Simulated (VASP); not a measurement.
# C (P6_3/mmc) in VASP: a series of runs, part 2 of 3

VASP 6.6.1. Earlier steps stand in the parts before.

## (3) Single point, PBE

The COD entry that gives the cell may itself be a prediction, so a difference from it is no test against experiment.

This run uses another cell than the first one, of 6.52 Å³/atom, 1.008 times its volume.

INCAR

```
ALGO     = Normal         # electronic algorithm
EDIFF    = 1E-6           # SCF threshold, eV
ENCUT    = 520            # plane-wave cutoff, eV
GGA      = PE             # functional
ISIF     = 2              # what is computed and relaxed
ISMEAR   = 0              # smearing method
LASPH    = T              # aspherical terms in the spheres
LCHARG   = T              # write CHGCAR
LELF     = T              # ELF
LREAL    = F              # projectors in reciprocal space
LVHAR    = T            
LWAVE    = F              # write WAVECAR
NBANDS   = 36             # bands
NELM     = 100            # most SCF steps
PREC     = Accurate       # precision mode
SIGMA    = 0.05           # smearing width, eV
```

KPOINTS

```
k-points
0
Gamma
  12 12 2
```

POSCAR

```
C
1.0
    2.6970000000      0.0000000000      0.0000000000
   -1.3485000000      2.3356705140      0.0000000000
    0.0000000000      0.0000000000     12.4291124965
C
12
Direct
    0.0000000000      0.0000000000      0.1868593266
    0.0000000000      0.0000000000      0.6868593266
    0.0000000000      0.0000000000      0.3131406734
    0.0000000000      0.0000000000      0.8131406734
    0.3333333333      0.6666666667      0.5207665411
    0.6666666667      0.3333333333      0.0207665411
    0.3333333333      0.6666666667      0.9792334589
    0.6666666667      0.3333333333      0.4792334589
    0.3333333333      0.6666666667      0.6450950823
    0.6666666667      0.3333333333      0.1450950823
    0.3333333333      0.6666666667      0.8549049177
    0.6666666667      0.3333333333      0.3549049177
```

Potentials or basis: VASP PAW PBE potentials, release 64 (C).

The run is started by

```bash
cat potpaw_PBE.64/C/POTCAR > POTCAR
mpirun -np 1 vasp_std > vasp.out
```

OUTCAR:

```text
EDIFF = 1E-6
   ENCUT = 520
   GGA = PE
   ISIF = 2
   ISMEAR = 0
   LASPH = T
   LREAL = F
   NELM = 100
   PREC = Accurate

 ion  position               nearest neighbor table
   1  0.000  0.000  0.187-   3 1.57  10 1.64  10 1.64  10 1.64
   2  0.000  0.000  0.687-   4 1.57   9 1.64   9 1.64   9 1.64
   3  0.000  0.000  0.313-   1 1.57  12 1.64  12 1.64  12 1.64
   4  0.000  0.000  0.813-   2 1.57  11 1.64  11 1.64  11 1.64
   5  0.333  0.667  0.521-   9 1.55   8 1.64   8 1.64   8 1.64
   6  0.667  0.333  0.021-  10 1.55   7 1.64   7 1.64   7 1.64
   7  0.333  0.667  0.979-  11 1.55   6 1.64   6 1.64   6 1.64
   8  0.667  0.333  0.479-  12 1.55   5 1.64   5 1.64   5 1.64
   9  0.333  0.667  0.645-   5 1.55   2 1.64   2 1.64   2 1.64
  10  0.667  0.333  0.145-   6 1.55   1 1.64   1 1.64   1 1.64
  11  0.333  0.667  0.855-   7 1.55   4 1.64   4 1.64   4 1.64
  12  0.667  0.333  0.355-   8 1.55   3 1.64   3 1.64   3 1.64

  LATTYP: Found a hexagonal cell.
 ALAT       =     2.6970000000
 C/A-ratio  =     4.6084955493

  Lattice vectors:

 A1 = (   2.6970000000,   0.0000000000,   0.0000000000)
 A2 = (  -1.3485000000,   2.3356705140,   0.0000000000)
 A3 = (   0.0000000000,   0.0000000000,  12.4291124965)

Analysis of symmetry for initial positions (statically):
=====================================================================
 Subroutine PRICEL returns:
 Original cell was already a primitive cell.

 Routine SETGRP: Setting up the symmetry group for a
 hexagonal supercell.

 Subroutine GETGRP returns: Found 24 space group operations
 (whereof 12 operations were pure point group operations)
 out of a pool of 24 trial point group operations.

The static configuration has the point symmetry D_3d.
 The point group associated with its full space group is D_6h.

Analysis of symmetry for dynamics (positions and initial velocities):
[... 162 lines left out ...]
   LRPA    =     F    only Hartree local field effects (RPA)
 non-spin polarized calculation
 Gauss-broadening in eV      SIGMA  =   0.05
  energy-cutoff  :      520.00
  volume of cell :       78.29
 maximum number of plane-waves:      2136
 NGX is ok and might be reduce to    20
   NGX =  9   NGY =  9   NGZ = 47

 number of electron      47.9999995 magnetization

 Free energy of the ion-electron system (eV)
  ---------------------------------------------------
  ext. energy  EPLUGINS =         0.00000000
  ---------------------------------------------------
  free energy    TOTEN  =      -106.87687774 eV

  energy without entropy =     -106.87687774  energy(sigma->0) =     -106.87687774

 E-fermi :   8.2469     XC(G=0): -12.5531

 val. band max:        7.9554334144   @ k =   0.0000   0.0000   0.0000
 cond. band min:      11.3934806778   @ k =   0.5000  -0.0000   0.0000
 fundamental gap:      3.4380472634
 Fermi energy:         8.2468609533

 k-point     1 :       0.0000    0.0000    0.0000
  band No.  band energies     occupation
      1     -11.9078      2.00000
      2     -11.1749      2.00000
      3     -11.1202      2.00000
      4      -8.9405      2.00000
      5      -8.8854      2.00000
      6      -6.0321      2.00000
[... 925 lines left out ...]
     35      16.8306      0.00000
     36      16.8306      0.00000

 [... further k-points ...]

------------------------ aborting loop because EDIFF is reached ----------------------------------------

  FORCE on cell =-STRESS in cart. coord.  units (eV):
  Direction    XX          YY          ZZ          XY          YZ          ZX
  --------------------------------------------------------------------------------------
  -------------------------------------------------------------------------------------
  Total      -30.6355807    -30.6355807     -1.8203197      0.0000000      0.0000000      0.0000000
  in kB     -626.9083524   -626.9083524    -37.2499420      0.0000000      0.0000000      0.0000000
  external PRESSURE =    -430.3555489 kB  Pullay stress =       0.0000000 kB

 VOLUME and BASIS-vectors are now :
 -----------------------------------------------------------------------------
  energy-cutoff  :      520.00
  volume of cell :       78.29
      direct lattice vectors                 reciprocal lattice vectors
     2.697000000  0.000000000  0.000000000     0.370782351  0.214071290  0.000000000
    -1.348500000  2.335670514  0.000000000     0.000000000  0.428142580  0.000000000
     0.000000000  0.000000000 12.429112497     0.000000000  0.000000000  0.080456268

 POSITION                                       TOTAL-FORCE (eV/Angst)
 -----------------------------------------------------------------------------------
      0.00000      0.00000      2.32250        -0.000000      0.000000     -0.039310
      0.00000      0.00000      8.53705         0.000000     -0.000000     -0.039310
      0.00000      0.00000      3.89206        -0.000000      0.000000      0.039310
      0.00000      0.00000     10.10662         0.000000     -0.000000      0.039310
     -0.00000      1.55711      6.47267        -0.000000     -0.000000      0.012927
      1.34850      0.77856      0.25811         0.000000      0.000000      0.012927
     -0.00000      1.55711     12.17100        -0.000000     -0.000000     -0.012927
      1.34850      0.77856      5.95645         0.000000      0.000000     -0.012927
     -0.00000      1.55711      8.01796        -0.000000     -0.000000     -0.147387
      1.34850      0.77856      1.80340         0.000000     -0.000000     -0.147387
     -0.00000      1.55711     10.62571        -0.000000      0.000000      0.147387
      1.34850      0.77856      4.41115         0.000000     -0.000000      0.147387
 -----------------------------------------------------------------------------------
    total drift:                               -0.000000      0.000000      0.000000

  FREE ENERGIE OF THE ION-ELECTRON SYSTEM (eV)
  ---------------------------------------------------
  free  energy   TOTEN  =      -106.8768777437 eV

  energy  without entropy=     -106.8768777437  energy(sigma->0) =     -106.87687774
```

stdout:

```text
POSCAR found type information on POSCAR C
 POSCAR found :  1 types and      12 ions
 scaLAPACK will be used
 LDA part: xc-table for (Slater+PW92), standard interpolation
 POSCAR, INCAR and KPOINTS ok, starting setup
 FFT: planning ... GRIDC
 FFT: planning ... GRID_SOFT
 FFT: planning ... GRID
 WAVECAR not read
 entering main loop
```

Run time: 84 s. Hardware: 1 thread of Intel Xeon 6975P-C, shared host; peak memory 0.21 GiB.

What came out:

| Property | Result |
| --- | --- |
| Free energy | -106.8769 eV |
| Pressure | -43.0 GPa |
| Largest force | 0.147 eV/Å |
| Band gap on the k mesh | 3.44 eV, indirect (least direct gap 4.33 eV) |

Forces on the atoms (eV/Å):
```
C    0.000  0.000 -0.039
C    0.000  0.000 -0.039
C    0.000  0.000  0.039
C    0.000  0.000  0.039
C    0.000  0.000  0.013
C    0.000  0.000  0.013
C    0.000  0.000 -0.013
C    0.000  0.000 -0.013
C    0.000  0.000 -0.147
C    0.000  0.000 -0.147
C    0.000  0.000  0.147
C    0.000  0.000  0.147
```

Levels at points of the mesh, in eV from the valence-band top:
```tsv
k point	band 22	band 23	band 24	band 25	band 26	band 27
(0.00, 0.00, 0.00)	-0.35	0.00	0.00	4.33	4.33	5.24
(0.50, 0.00, 0.00)	-3.54	-3.20	-2.30	3.44	4.05	4.25
(0.00, 0.00, 0.50)	-0.38	-0.38	-0.38	4.78	4.78	4.78
(0.50, 0.00, 0.50)	-3.28	-2.69	-2.69	3.62	3.62	5.00
```

## (4) Single point, PBE

This run uses another cell than the first one, of 6.55 Å³/atom, 1.012 times its volume.

INCAR

```
SYSTEM = C
PREC = Accurate
ENCUT = 520
EDIFF = 1E-7
ISMEAR = 0
SIGMA = 0.05
LREAL = .FALSE.
LASPH = .TRUE.
NELM = 60
ALGO = Normal
ISIF = 2
LWAVE = .FALSE.
LCHARG = .TRUE.
GGA = PE
LELF = .TRUE.
LVHAR = .TRUE.
NBANDS = 36
```

KPOINTS

```
regular mesh
0
G
  12 12 2
  0 0 0
```

Edit POSCAR of step 3 so:

```diff
@@ -2,5 +2,5 @@
 1.0
-    2.6970000000      0.0000000000      0.0000000000
-   -1.3485000000      2.3356705140      0.0000000000
-    0.0000000000      0.0000000000     12.4291124965
+    2.6529000000      0.0000000000      0.0000000000
+   -1.3264500000      2.2974787937      0.0000000000
+    0.0000000000      0.0000000000     12.8952000000
 C
```

The run is started by

```bash
cat potpaw_PBE.64/C/POTCAR > POTCAR
mpirun -np 1 vasp_std > vasp.out
```

Run time: 84 s. Hardware: 1 thread of Intel Xeon 6975P-C, shared host; peak memory 0.21 GiB.

It converged, with:

```yaml
Free_energy: -107.4020 eV
Pressure: -46.1 GPa
Largest_force: 0.040 eV/Å
Band_gap_on_the_k_mesh: 4.00 eV, indirect (least direct gap 4.90 eV)
```

Forces in eV/Å, atoms in the order of the input:
```
C    0.000  0.000 -0.037
C    0.000  0.000 -0.037
C    0.000  0.000  0.037
C    0.000  0.000  0.037
C    0.000  0.000  0.037
C    0.000  0.000  0.037
C    0.000  0.000 -0.037
C    0.000  0.000 -0.037
C    0.000  0.000 -0.040
C    0.000  0.000 -0.040
C    0.000  0.000  0.040
C    0.000  0.000  0.040
```

Stress tensor (GPa, compression positive):
```
-50.04   0.00   0.00
  0.00 -50.04   0.00
  0.00   0.00 -38.23
```

Levels at points of the mesh, in eV from the valence-band top:
```tsv
k point	band 20	band 21	band 22	band 23	band 24	band 25	band 26	band 27	band 28	band 29
(0.00, 0.00, 0.00)	-0.90	-0.90	-0.14	0.00	0.00	4.90	4.90	5.40	5.91	5.91
(0.50, 0.00, 0.00)	-3.89	-3.54	-3.50	-3.14	-2.49	4.11	4.67	4.79	5.34	6.18
(0.00, 0.00, 0.50)	-1.17	-0.29	-0.29	-0.29	-0.29	5.25	5.25	5.25	5.25	5.78
(0.50, 0.00, 0.50)	-4.33	-3.29	-3.29	-2.79	-2.79	4.27	4.27	5.44	5.44	5.49
```

A k mesh can miss the band edges. A hybrid or GW would open this gap; PBE tends to underestimate it.

[end of part 2 of 3]
